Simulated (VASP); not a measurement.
MoS2: single point with PBE

Crystal: MoS2.

```
Mo S
1.0
     3.14000    0.00000    0.00000
    -1.57000    2.71932    0.00000
     0.00000    0.00000   12.53000
Mo S
2 4
Direct
  0.33333 0.66667 0.25000
  0.66667 0.33333 0.75000
  0.33333 0.66667 0.62500
  0.66667 0.33333 0.12500
  0.33333 0.66667 0.87500
  0.66667 0.33333 0.37500
```

```yaml
Program: VASP 6.6.1
Task: single point
Functional: PBE
Potentials_or_basis: VASP PAW PBE potentials, release 64 (Mo_sv, S)
Cutoff: 520 eV
k_mesh: 7 × 7 × 2
Occupations: fermi-dirac, width 0.05 eV
Spin: no spin polarisation
```

- Pressure: 4.3 GPa
- Largest force: 0.118 eV/Å
- Band gap on the k mesh: 1.12 eV (least direct gap 2.14 eV)

Forces on the atoms (eV/Å):
```
Mo   0.000  0.000  0.000
Mo   0.000  0.000  0.000
S    0.000  0.000 -0.118
S    0.000  0.000 -0.118
S    0.000  0.000  0.118
S    0.000  0.000  0.118
```

Stress tensor (GPa, compression positive):
```
4.77 0.00 0.00
0.00 4.77 0.00
0.00 0.00 3.25
```

Levels at points of the mesh, in eV from the valence-band top:
```tsv
k point	band 22	band 23	band 24	band 25	band 26	band 27	band 28	band 29	band 30	band 31
(0.00, 0.00, 0.00)	-1.98	-1.98	-1.29	-1.11	0.00	2.30	2.30	2.32	2.32	2.48
(0.00, 0.00, 0.50)	-2.00	-2.00	-2.00	-0.29	-0.29	2.30	2.30	2.30	2.30	2.55
```

Wall time 58 s on 1 thread of Intel Xeon 8259CL, with other jobs on the host, peak memory 0.24 GiB.

Caveat: the cell stands under pressure; an odd mesh through Γ misses points on the zone boundary, where band edges can lie; this functional lacks dispersion, which binds the layers, so the pressure and a relaxed spacing across them are unreliable.
